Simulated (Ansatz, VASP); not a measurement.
**GaSb3 in VASP and in Ansatz**

```xyz
4
Lattice="0.0000 3.5880 3.8877 3.5880 0.0000 3.8877 3.5880 3.5880 0.0000" Properties=species:S:1:pos:R:3 pbc="T T T"
Ga    0.0000    0.0000    0.0000
Sb    1.7940    1.7940    1.9438
Sb    5.3821    5.3821    5.8315
Sb    3.5880    3.5880    3.8877
```

Alike in both runs: task single point; functional LDA; k mesh 10 × 10 × 10; occupations gaussian, width 0.15 eV; no spin polarisation.

```csv
,VASP,Ansatz
version,VASP 6.6.1,Ansatz 0.2.0
potentials or method,"VASP PAW LDA potentials, release 64 (Ga_d, Sb), cutoff 520 eV","scalar-relativistic, plane waves, PAW"
valence electrons in the cell,28,58
```

```tsv
	VASP	Ansatz	Ansatz less VASP
gap on the k mesh at the Fermi level (eV)	none	none	-
pressure (GPa)	-2.7	-2.7	-0.06
traceless stress, the component that is largest in VASP (GPa)	-1.35	-1.32	+0.035
```

Ansatz warns that its potentials were made for another functional, while VASP's fit it. LDA's correlation is that of Perdew and Zunger in VASP and of Perdew and Wang (1992) in Ansatz. A gap of «none» marks a metal or a gap that the smearing closes. VASP's potentials hold 28 valence electrons a cell and Ansatz's 58, so a difference there can come from the potentials and not from the codes.

Spin-orbit coupling is off throughout.
